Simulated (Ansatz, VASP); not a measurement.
# Two plane-wave programs on Li

POSCAR

```
Li
1.0
   -1.7392271729      1.7392271729      1.7392271729
    1.7392271729     -1.7392271729      1.7392271729
    1.7392271729      1.7392271729     -1.7392271729
Li
1
Direct
    0.0000000000      0.0000000000      0.0000000000
```

Contents of INCAR.step1:

```
  PREC = Accurate
  ENCUT = 600
  ISMEAR = 0
  SIGMA = 0.1
  LREAL = False
  LASPH = True
  NELM = 100
  GGA = PE
  ALGO = Normal
  EDIFF = 1E-4
  LWAVE = True
  LCHARG = False
```

INCAR.step2

```
  PREC = Accurate
  ENCUT = 600
  EDIFF = 1E-7
  ISMEAR = 0
  SIGMA = 0.1
  LREAL = False
  LASPH = True
  NELM = 100
  ALGO = Normal
  ISIF = 3
  LWAVE = False
  LCHARG = False
  METAGGA = R2SCAN
  LMIXTAU = True
  IBRION = 2
  NSW = 80
  EDIFFG = -0.01
  ISTART = 1
```

KPOINTS

```
Automatic mesh
0
Gamma
  16 16 16
```

Input for Ansatz:

```yaml
crystal:
  lattice:
    - [-1.7392271729, 1.7392271729, 1.7392271729]
    - [1.7392271729, -1.7392271729, 1.7392271729]
    - [1.7392271729, 1.7392271729, -1.7392271729]
  atoms:
    - { symbol: Li, position: [0.0, 0.0, 0.0] }
basis:
  ecutwfc: 500
kpoints:
  mp_grid: { grid: [16, 16, 16] }
hamiltonian:
  xc: r2scan
scf:
  occupations: { method: gaussian, width: 0.1 }
output:
  forces: true
  stress: true
  eigenvalues: true
relax:
  adjacent_minimum: "off"
  f_tol: 0.01
  max_steps: 60
  cell: { stress_tol: 0.1 }
```

Alike in both runs: task relaxation of cell and atoms; functional r2SCAN; k mesh 16 × 16 × 16; occupations gaussian, width 0.1 eV; no spin polarisation.

```csv
,VASP,Ansatz
version,VASP 6.6.1,Ansatz 0.2.0
potentials or method,"VASP PAW PBE potentials, release 64 (Li_sv), cutoff 600 eV","scalar-relativistic, plane waves, PAW"
valence electrons in the cell,3,3
```

VASP gave:

| Item | Value |
| --- | --- |
| gap on the k mesh at the Fermi level, each at its own relaxed structure (eV) | none |
| relaxed volume (Å³/atom) | 20.78 |
| relaxed cell length with the largest relative difference (Å) | 3.000 |

Task: What did Ansatz give for the same quantities?

Result: gap on the k mesh at the Fermi level, each at its own relaxed structure (eV): none; relaxed volume (Å³/atom): 21.04; relaxed cell length with the largest relative difference (Å): 3.012.

VASP's potentials were made for PBE, not for r2SCAN. A gap of «none» marks a metal or a gap that the smearing closes.

Noted on VASP's run: the cutoff is short for stress, so the pressure is rough.
